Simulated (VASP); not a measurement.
Wanted: the native input for a VASP 6.6.1 run.

* Task: single point
* Functional: revPBE
* Potentials or basis: VASP PAW PBE potentials, release 64 (V_sv)
* Cutoff: 520 eV
* k mesh: 14 × 14 × 14
* Occupations: fermi-dirac, width 0.1 eV
* Spin: no spin polarisation
* Dipole correction: no
* Further INCAR settings: ALGO = Normal; EDIFF = 1e-07; NBANDS = 12

The structure of V lies in POSCAR:

```
V
1.0
    2.4301342389      0.0000000000      0.0000000000
    0.0000000000      2.4301342389      0.0000000000
    0.0000000000      0.0000000000      2.4301342389
V
1
Direct
    0.0000000000      0.0000000000      0.0000000000
```

This cell differs from its parent crystal: volume scaled by 0.96.

One way to write it, as run:

INCAR

```
SYSTEM = V
  PREC = Accurate
  ENCUT = 520
  EDIFF = 1E-7
  ISMEAR = -1
  SIGMA = 0.1
  LREAL = .FALSE.
  LASPH = .TRUE.
  NELM = 100
  ALGO = Normal
  ISIF = 2
  LWAVE = .FALSE.
  LCHARG = .TRUE.
  GGA = RE
  LELF = .TRUE.
  LVHAR = .TRUE.
  NBANDS = 12
```

KPOINTS

```
Automatic mesh
0
G
  14 14 14
  0 0 0
```

Potentials or basis: VASP PAW PBE potentials, release 64 (V_sv).

Run with:

```console
$ cat potpaw_PBE.64/V_sv/POTCAR > POTCAR
$ mpirun -np 1 vasp_std > vasp.out
```

It gave:

```yaml
Pressure: 6.6 GPa
```

Caveat: the PAW data sets were made with another functional, which shifts forces and pressure a little.

It took 22 s on 1 thread of AMD EPYC 7R13 (shared host), peak memory 0.1 GiB.
